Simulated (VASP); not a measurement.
# PbO2 (P4_2/mnm) in VASP: a series of runs

PbO2 is run at these levels: PBEsol, PBEsol+D3(BJ); tasks: single point, relaxation of cell and atoms.

All numbers are computed with VASP 6.6.1; they aren't measurements. Logs are shortened: lines on timing, memory, paths and dates and some standing lists are left out, and cuts for length are marked.

### Step 1. The cell of the first run

Symmetry: P4_2/mnm, No. 136, tetragonal system. The conventional cell has a = 4.998 Å, b = 4.998 Å, c = 3.411 Å, α = 90.00°, β = 90.00°, γ = 90.00°. Pb (site symmetry mmm) has 6 O at 2.17 to 2.18 Å within 2.9 Å. Within 2.9 Å of O (site symmetry m2m) lie 3 Pb at 2.17 to 2.18 Å and 1 O at 2.72 Å.

### Step 2. Single point, PBEsol

Contents of INCAR:

```
PREC = Accurate
ENCUT = 520
EDIFF = 1E-6
ISMEAR = -1
SIGMA = 0.05
LREAL = False
LASPH = True
NELM = 60
ALGO = Normal
ISIF = 2
LWAVE = False
LCHARG = False
GGA = PS
NBANDS = 35
```

Contents of KPOINTS:

```
Automatic mesh
0
Gamma
  6 6 8
```

Contents of POSCAR:

```
PbO2
1.0
    4.9980490804      0.0000000000      0.0000000000
    0.0000000000      4.9980490804      0.0000000000
    0.0000000000      0.0000000000      3.4109295517
Pb O
2 4
Direct
    0.5000000000      0.5000000000      0.5000000000
    0.0000000000      0.0000000000      0.0000000000
    0.6924262217      0.6924262217      0.0000000000
    0.8075737783      0.1924262217      0.5000000000
    0.1924262217      0.8075737783      0.5000000000
    0.3075737783      0.3075737783      0.0000000000
```

Potentials or basis: VASP PAW PBE potentials, release 64 (Pb_d, O).

Started as:

```sh
> cat potpaw_PBE.64/Pb_d/POTCAR potpaw_PBE.64/O/POTCAR > POTCAR
> mpirun -np 1 vasp_std > vasp.out
```

OUTCAR:

```text
PREC = Accurate
   ENCUT = 520
   EDIFF = 1E-6
   ISMEAR = -1
   LREAL = False
   LASPH = True
   NELM = 60
   ISIF = 2
   GGA = PS

 ion  position               nearest neighbor table
   1  0.500  0.500  0.500-   4 2.17   5 2.17   3 2.18   6 2.18   3 2.18   6 2.18   2 3.92   2 3.92
                             2 3.92   2 3.92   2 3.92   2 3.92   2 3.92   2 3.92
   2  0.000  0.000  0.000-   3 2.17   6 2.17   5 2.18   4 2.18   4 2.18   5 2.18   1 3.92   1 3.92
                             1 3.92   1 3.92   1 3.92   1 3.92   1 3.92   1 3.92
   3  0.692  0.692  0.000-   2 2.17   1 2.18   1 2.18
   4  0.808  0.192  0.500-   1 2.17   2 2.18   2 2.18
   5  0.192  0.808  0.500-   1 2.17   2 2.18   2 2.18
   6  0.308  0.308  0.000-   2 2.17   1 2.18   1 2.18

  LATTYP: Found a simple tetragonal cell.
 ALAT       =     4.9980490804
 C/A-ratio  =     0.6824521922

  Lattice vectors:

 A1 = (   4.9980490804,   0.0000000000,   0.0000000000)
 A2 = (   0.0000000000,   4.9980490804,   0.0000000000)
 A3 = (   0.0000000000,   0.0000000000,   3.4109295517)

Analysis of symmetry for initial positions (statically):
=====================================================================
 Subroutine PRICEL returns:
 Original cell was already a primitive cell.

 Routine SETGRP: Setting up the symmetry group for a
 simple tetragonal supercell.

 Subroutine GETGRP returns: Found 16 space group operations
 (whereof  8 operations were pure point group operations)
 out of a pool of 16 trial point group operations.

The static configuration has the point symmetry D_2h.
 The point group associated with its full space group is D_4h.

Analysis of symmetry for dynamics (positions and initial velocities):
=====================================================================
 Subroutine PRICEL returns:
 Original cell was already a primitive cell.

 Routine SETGRP: Setting up the symmetry group for a
 simple tetragonal supercell.

 Subroutine GETGRP returns: Found 16 space group operations
 (whereof  8 operations were pure point group operations)
 out of a pool of 16 trial point group operations.

The dynamic configuration has the point symmetry D_2h.
 The point group associated with its full space group is D_4h.

 Subroutine INISYM returns: Found 16 space group operations
 (whereof  8 operations are pure point group operations),
 and found     1 'primitive' translations

----------------------------------------------------------------------------------------

                                     Primitive cell

  volume of cell :      85.2067

  direct lattice vectors                    reciprocal lattice vectors
     4.998049080  0.000000000  0.000000000     0.200078067  0.000000000  0.000000000
     0.000000000  4.998049080  0.000000000     0.000000000  0.200078067  0.000000000
     0.000000000  0.000000000  3.410929552     0.000000000  0.000000000  0.293175214

  length of vectors
     4.998049080  4.998049080  3.410929552     0.200078067  0.200078067  0.293175214

  position of ions in fractional coordinates (direct lattice)
     0.500000000  0.500000000  0.500000000
     0.000000000  0.000000000  0.000000000
     0.692426222  0.692426222  0.000000000
     0.807573778  0.192426222  0.500000000
     0.192426222  0.807573778  0.500000000
     0.307573778  0.307573778  0.000000000

  ion indices of the primitive-cell ions
   primitive index   ion index
                 1           1
                 2           2
                 3           3
                 4           4
                 5           5
                 6           6

----------------------------------------------------------------------------------------

 KPOINTS: Automatic mesh

Automatic generation of k-mesh.
 Grid dimensions read from file:
 generate k-points for:    6    6    8

 Generating k-lattice:

  Cartesian coordinates                     Fractional coordinates (reciprocal lattice)
     0.033346345  0.000000000  0.000000000     0.166666667  0.000000000  0.000000000
     0.000000000  0.033346345  0.000000000     0.000000000  0.166666667  0.000000000
     0.000000000  0.000000000  0.036646902     0.000000000  0.000000000  0.125000000

  Length of vectors
     0.033346345  0.033346345  0.036646902

  Shift w.r.t. Gamma in fractional coordinates (k-lattice)
     0.000000000  0.000000000  0.000000000

 Subroutine IBZKPT returns following result:
 ===========================================

 Found     50 irreducible k-points:

 Following reciprocal coordinates:
            Coordinates               Weight
  0.000000  0.000000  0.000000      1.000000
  0.166667  0.000000  0.000000      4.000000
  0.333333  0.000000  0.000000      4.000000
  0.500000  0.000000  0.000000      2.000000
  0.166667  0.166667  0.000000      4.000000
  0.333333  0.166667  0.000000      8.000000
[... 16 lines left out ...]
  0.333333  0.000000  0.250000      8.000000
  0.500000  0.000000  0.250000      4.000000
 [... further k-points ...]
   k-points           NKPTS =     50   k-points in BZ     NKDIM =     50   number of bands    NBANDS=     35
   number of dos      NEDOS =    301   number of ions     NIONS =      6
   total plane-waves  NPLWV =  44800
   dimension x,y,z NGX =    40 NGY =   40 NGZ =   28
   dimension x,y,z NGXF=    80 NGYF=   80 NGZF=   56
   ions per type =               2   4
   NGX,Y,Z   is equivalent  to a cutoff of  13.30, 13.30, 13.65 a.u.
   NGXF,Y,Z  is equivalent  to a cutoff of  26.61, 26.61, 27.29 a.u.
 SYSTEM =  unknown system
   PREC   = accura    normal or accurate (medium, high low for compatibility)
   ISTART =      0    job   : 0-new  1-cont  2-samecut
   ICHARG =      2    charge: 1-file 2-atom 10-const
   ISPIN  =      1    spin polarized calculation?
   LNONCOLLINEAR =      F non collinear calculations
   LSORBIT =      F    spin-orbit coupling
   LASPH  =      T    aspherical Exc in radial PAW
   ENCUT  =  520.0 eV  38.22 Ry    6.18 a.u.   9.29  9.29  6.34*2*pi/ulx,y,z
   NELM   =     60;   NELMIN=  2; NELMDL= -5     # of ELM steps
   EDIFF  = 0.1E-05   stopping-criterion for ELM
   LREAL  =      F    real-space projection
   EDIFFG = 0.1E-04   stopping-criterion for IOM
   NSW    =      0    number of steps for IOM
   IBRION =     -1    ionic relax: 0-MD 1-quasi-New 2-CG
   NFREE  =      0    steps in history (QN), initial steepest desc. (CG)
   ISIF   =      2    stress and relaxation
   ISYM   =      2    0-nonsym 1-usesym 2-fastsym
   POTIM  = 0.5000    time-step for ionic-motion
   TEBEG  =    0.0;   TEEND  =   0.0 temperature during run
   PSTRESS=    0.0 pullay stress
   NELECT =      52.0000    total number of electrons
   NUPDOWN=      -1.0000    fix difference up-down
   EMIN   =  10.00;   EMAX   =-10.00  energy-range for DOS
   EFERMI =   0.00;   METHOD = LEGACY
   ISMEAR =    -1;   SIGMA  =   0.05  broadening in eV -4-tet -1-fermi 0-gaus
   EFERMI_NEDOS =   21; number of points for ismear=-14 and -15
   IALGO  =     38    algorithm
   IMIX   =      4    mixing-type and parameters
     AMIX     =   0.40;   BMIX     =  1.00
     AMIX_MAG =   1.60;   BMIX_MAG =  1.00
  volume/ion in A,a.u.               =      14.20        95.83
  Fermi-wavevector in a.u.,A,eV,Ry     =   1.388624  2.624119 26.235798  1.928277
  Thomas-Fermi vector in A             =   2.512732
   LORBIT       =      0    0 simple, 1 ext, 2 COOP (PROOUT), +10 PAW based schemes
   GGA     = PS    functional components
   LHFCALC =     F    Hartree Fock is set to
   AEXX    =    0.0000 exact exchange contribution
   IVDW    =     0    specifies the selected vdW correction
   LEPSILON=     F    determine dielectric tensor
   LRPA    =     F    only Hartree local field effects (RPA)
 non-spin polarized calculation
  energy-cutoff  :      520.00
  volume of cell :       85.21
 maximum number of plane-waves:      2308
 NGX is ok and might be reduce to    40
   NGX = 19   NGY = 19   NGZ = 13

 number of electron      52.0000007 magnetization

 Free energy of the ion-electron system (eV)
  ---------------------------------------------------
  ext. energy  EPLUGINS =         0.00000000
  ---------------------------------------------------
  free energy    TOTEN  =       -34.06792195 eV

  energy without entropy =      -34.06374837  energy(sigma->0) =      -34.06583516

 E-fermi :   4.0869     XC(G=0): -10.8672

 val. band max:        4.0281400471   @ k =   0.0000   0.0000   0.1250
 cond. band min:       4.0897559317   @ k =   0.1667   0.0000   0.0000
 fundamental gap:      0.0616158846
 Fermi energy:         4.0868511820

 k-point     1 :       0.0000    0.0000    0.0000
  band No.  band energies     occupation
      1     -14.1666      2.00000
      2     -14.0494      2.00000
      3     -12.3790      2.00000
      4     -12.3790      2.00000
      5     -11.4556      2.00000
      6     -11.2575      2.00000
[... 27 lines left out ...]
     34      14.9211      0.00000
     35      15.6919      0.00000

 k-point     2 :       0.1667    0.0000    0.0000
  band No.  band energies     occupation
      1     -14.0950      2.00000
      2     -14.0040      2.00000
      3     -12.6342      2.00000
      4     -12.5349      2.00000
      5     -11.2202      2.00000
      6     -11.2200      2.00000
[... 27 lines left out ...]
     34      15.2585      0.00000
     35      15.6958      0.00000

 k-point     3 :       0.3333    0.0000    0.0000
  band No.  band energies     occupation
      1     -13.9105      2.00000
      2     -13.8817      2.00000
      3     -12.9991      2.00000
      4     -12.8728      2.00000
      5     -11.2126      2.00000
      6     -11.2122      2.00000
[... 27 lines left out ...]
     34      15.7932      0.00000
     35      15.9006      0.00000
[... 723 lines left out ...]
 k-point    23 :       0.3333    0.0000    0.2500
  band No.  band energies     occupation
      1     -13.6610      2.00000
      2     -13.6246      2.00000
      3     -13.2966      2.00000
      4     -13.2531      2.00000
      5     -11.2417      2.00000
      6     -11.1006      2.00000
[... 27 lines left out ...]
     34      15.2356      0.00000
     35      15.9427      0.00000

 k-point    24 :       0.5000    0.0000    0.2500
  band No.  band energies     occupation
      1     -13.5985      2.00000
      2     -13.5985      2.00000
      3     -13.3164      2.00000
      4     -13.3164      2.00000
      5     -11.1305      2.00000
      6     -11.1305      2.00000
[... 27 lines left out ...]
     34      15.2793      0.00000
     35      16.0958      0.00000

 [... further k-points ...]
[... 5 lines left out ...]
  --------------------------------------------------------------------------------------
  -------------------------------------------------------------------------------------
  Total        0.1044581      0.1044581      0.1738953     -0.0000000      0.0000000      0.0000000
  in kB        1.9641690      1.9641690      3.2698267     -0.0000000      0.0000000      0.0000000
  external PRESSURE =       2.3993882 kB  Pullay stress =       0.0000000 kB

 VOLUME and BASIS-vectors are now :
 -----------------------------------------------------------------------------
  energy-cutoff  :      520.00
  volume of cell :       85.21
      direct lattice vectors                 reciprocal lattice vectors
     4.998049080  0.000000000  0.000000000     0.200078067  0.000000000  0.000000000
     0.000000000  4.998049080  0.000000000     0.000000000  0.200078067  0.000000000
     0.000000000  0.000000000  3.410929552     0.000000000  0.000000000  0.293175214

 POSITION                                       TOTAL-FORCE (eV/Angst)
 -----------------------------------------------------------------------------------
      2.49902      2.49902      1.70546        -0.000000     -0.000000     -0.000000
      0.00000      0.00000      0.00000        -0.000000     -0.000000     -0.000000
      3.46078      3.46078      0.00000         0.003452      0.003452     -0.000000
      4.03629      0.96176      1.70546        -0.003452      0.003452     -0.000000
      0.96176      4.03629      1.70546         0.003452     -0.003452     -0.000000
      1.53727      1.53727      0.00000        -0.003452     -0.003452      0.000000
 -----------------------------------------------------------------------------------
    total drift:                                0.000000      0.000000     -0.000000

  FREE ENERGIE OF THE ION-ELECTRON SYSTEM (eV)
  ---------------------------------------------------
  free  energy   TOTEN  =       -34.0679219504 eV

  energy  without entropy=      -34.0637483686  energy(sigma->0) =      -34.06583516
```

Run time: 82 s. Hardware: 1 thread of Intel Xeon Platinum 8488C (Sapphire Rapids), shared host; peak memory 0.27 GiB.

Results:

| Item | Value |
| --- | --- |
| Free energy | -34.0679 eV |
| Pressure | 0.2 GPa |
| Largest force | 0.005 eV/Å |
| Band gap on the k mesh | 0.06 eV (least direct gap 0.10 eV) |

Forces on the atoms (eV/Å):
```
Pb   0.000  0.000  0.000
Pb   0.000  0.000  0.000
O    0.003  0.003  0.000
O   -0.003  0.003  0.000
O    0.003 -0.003  0.000
O   -0.003 -0.003  0.000
```

Stress tensor (GPa, compression positive):
```
0.20 0.00 0.00
0.00 0.20 0.00
0.00 0.00 0.33
```

Caveat: the PAW data sets were made with another functional, which shifts forces and pressure a little; spin-orbit coupling is left out, which moves the levels of the heavy elements. A k mesh can miss the band edges.

### Step 3. Single point, PBEsol+D3(BJ)

Contents of INCAR:

```
ALGO = Normal
EDIFF = 1E-6
ENCUT = 520
GGA = PS
ISIF = 2
ISMEAR = -1
IVDW = 12
LASPH = T
LCHARG = T
LELF = T
LREAL = F
LVHAR = T
LWAVE = F
NBANDS = 35
NELM = 100
PREC = Accurate
SIGMA = 0.05
```

Contents of KPOINTS:

```
k-points
0
Gamma
  6 6 8
```

Contents of POSCAR:

```
PbO2
1.0
    4.9949598700      0.0000000000      0.0000000000
    0.0000000000      4.9949598700      0.0000000000
    0.0000000000      0.0000000000      3.4090009600
Pb O
2 4
Direct
    0.5000000000      0.5000000000      0.5000000000
    0.0000000000      0.0000000000      0.0000000000
    0.6925710400      0.6925710400      0.0000000000
    0.8074289600      0.1925710400      0.5000000000
    0.1925710400      0.8074289600      0.5000000000
    0.3074289600      0.3074289600      0.0000000000
```

Potentials or basis: VASP PAW PBE potentials, release 64 (Pb_d, O).

Started as:

```sh
> cat potpaw_PBE.64/Pb_d/POTCAR potpaw_PBE.64/O/POTCAR > POTCAR
> mpirun -np 1 vasp_std > vasp.out
```

Run time: 84 s. Hardware: 1 thread of Intel Xeon Platinum 8488C (Sapphire Rapids), shared host; peak memory 0.28 GiB.

It converged, with:

* Free energy: -35.2320 eV
* Pressure: -1.8 GPa
* Largest force: 0.008 eV/Å
* Band gap on the k mesh: 0.07 eV (least direct gap 0.11 eV)
* Dispersion energy per atom: -0.194 eV

Forces on the atoms (eV/Å):
```
Pb   0.000  0.000  0.000
Pb   0.000  0.000  0.000
O   -0.005 -0.005  0.000
O    0.005 -0.005  0.000
O   -0.005  0.005  0.000
O    0.005  0.005  0.000
```

Stress tensor (GPa, compression positive):
```
-1.78  0.00  0.00
 0.00 -1.78  0.00
 0.00  0.00 -1.70
```

Levels at points of the mesh, in eV from the valence-band top:
```tsv
k point	band 23	band 24	band 25	band 26	band 27	band 28	band 29	band 30
(0.00, 0.00, 0.00)	-0.60	-0.60	-0.59	-0.59	0.10	4.19	5.74	5.74
(0.50, 0.00, 0.00)	-0.64	-0.64	-0.37	-0.37	2.38	2.38	6.36	6.36
(0.50, 0.50, 0.00)	-0.66	-0.66	-0.47	-0.47	2.78	2.78	6.65	6.65
(0.00, 0.00, 0.50)	-1.11	-1.11	-0.77	-0.77	3.70	3.70	8.75	8.75
(0.50, 0.00, 0.50)	-0.77	-0.77	-0.20	-0.20	4.01	4.01	7.19	7.19
(0.50, 0.50, 0.50)	-0.66	-0.66	-0.51	-0.51	2.76	2.76	8.19	8.19
```

Caveat: three body term missing; the PAW data sets were made with another functional, which shifts forces and pressure a little; spin-orbit coupling is left out, which moves the levels of the heavy elements.

### Step 4. Relaxation of cell and atoms, PBEsol

Contents of INCAR:

```
SYSTEM = PbO2
  PREC = Accurate
  ENCUT = 600
  EDIFF = 1E-7
  ISMEAR = -1
  SIGMA = 0.05
  LREAL = .FALSE.
  LASPH = .TRUE.
  NELM = 80
  ALGO = Normal
  ISIF = 3
  LWAVE = .FALSE.
  LCHARG = .FALSE.
  GGA = PS
  IBRION = 2
  NSW = 60
  EDIFFG = -0.01
```

Contents of KPOINTS:

```
Automatic mesh
0
G
  6 6 8
  0 0 0
```

POSCAR is that of step 3.

Started as:

```sh
> cat potpaw_PBE.64/Pb_d/POTCAR potpaw_PBE.64/O/POTCAR > POTCAR
> mpirun -np 1 vasp_std > vasp.out
```

Run time: 4.9 min. Hardware: 1 thread of Intel Xeon Platinum 8488C (Sapphire Rapids), shared host; peak memory 0.28 GiB.

It converged, with:

| Property | Result |
| --- | --- |
| Free energy | -34.0749 eV |
| Relaxed volume | 14.22 Å³/atom |
| Relaxed cell | a = 4.999 Å, b = 4.999 Å, c = 3.413 Å, α = 90.00°, β = 90.00°, γ = 90.00° |
| Space group after relaxing (to 0.1 Å) | P4_2/mnm (No. 136) |
| Energy gained by relaxing | 0.1 meV/atom |
| Ionic steps | 5 |
| Pressure after relaxing | 0.0 GPa |
| Largest force after relaxing | 0.004 eV/Å |
| Band gap on the k mesh | 0.06 eV (least direct gap 0.10 eV) |

Forces on the atoms (eV/Å):
```
Pb   0.000  0.000  0.000
Pb   0.000  0.000  0.000
O   -0.003 -0.003  0.000
O    0.003 -0.003  0.000
O   -0.003  0.003  0.000
O    0.003  0.003  0.000
```

The path:
```tsv
step	energy change (eV)	largest force (eV/Å)	pressure (GPa)	volume (Å³)
1	0.0000	0.0064	0.40	85.05
2	-0.0001	0.0146	-0.34	85.49
3	-0.0003	0.0109	0.00	85.29
4	-0.0003	0.0109	-0.01	85.30
5	-0.0003	0.0037	-0.01	85.30
```

Final structure:
```
CELL_PARAMETERS angstrom
4.99903 0.00000 0.00000
0.00000 4.99903 0.00000
0.00000 0.00000 3.41330
ATOMIC_POSITIONS crystal
Pb 0.50000 0.50000 0.50000
Pb 0.00000 0.00000 0.00000
O 0.69248 0.69248 0.00000
O 0.80752 0.19248 0.50000
O 0.19248 0.80752 0.50000
O 0.30752 0.30752 0.00000
```

Levels at points of the mesh, in eV from the valence-band top:
```csv
k point,band 24,band 25,band 26,band 27,band 28,band 29
"(0.00, 0.00, 0.00)",-0.61,-0.58,-0.58,0.10,4.16,5.73
"(0.50, 0.00, 0.00)",-0.65,-0.37,-0.37,2.35,2.35,6.34
"(0.50, 0.50, 0.00)",-0.66,-0.47,-0.47,2.76,2.76,6.63
"(0.00, 0.00, 0.50)",-1.11,-0.77,-0.77,3.68,3.68,8.73
"(0.50, 0.00, 0.50)",-0.76,-0.21,-0.21,3.99,3.99,7.17
"(0.50, 0.50, 0.50)",-0.66,-0.51,-0.51,2.75,2.75,8.17
```

Caveat: the PAW data sets were made with another functional, which shifts forces and pressure a little; spin-orbit coupling is left out, which moves the levels of the heavy elements. A k mesh can miss the band edges.

### Step 5. The runs side by side

| task | level | cell | cutoff (eV) | gap on the mesh (eV) | pressure (GPa) |
| --- | --- | --- | --- | --- | --- |
| single point | PBEsol | a = 4.998, b = 4.998, c = 3.411 Å, 6 atoms, atomic positions A | 520 | 0.06 | 0.2 |
| single point | PBEsol+D3(BJ) | a = 4.995, b = 4.995, c = 3.409 Å, 6 atoms, atomic positions B | 520 | 0.07 | -1.8 |
| relaxation of cell and atoms | PBEsol | relaxed from a = 4.995, b = 4.995, c = 3.409 Å, 6 atoms, atomic positions B | 600 | 0.06 | 0.0 |

Alike in all rows: potentials or basis VASP PAW PBE potentials, release 64 (Pb_d, O); no spin polarisation; k mesh 6 × 6 × 8; smearing fermi-dirac 0.05 eV.

Caveats: the PAW data sets were made with another functional, which shifts forces and pressure a little; spin-orbit coupling is left out, which moves the levels of the heavy elements; three body term missing (at least some runs).

Total energies depend on the potentials used, so only differences within one code and one set of settings carry meaning.
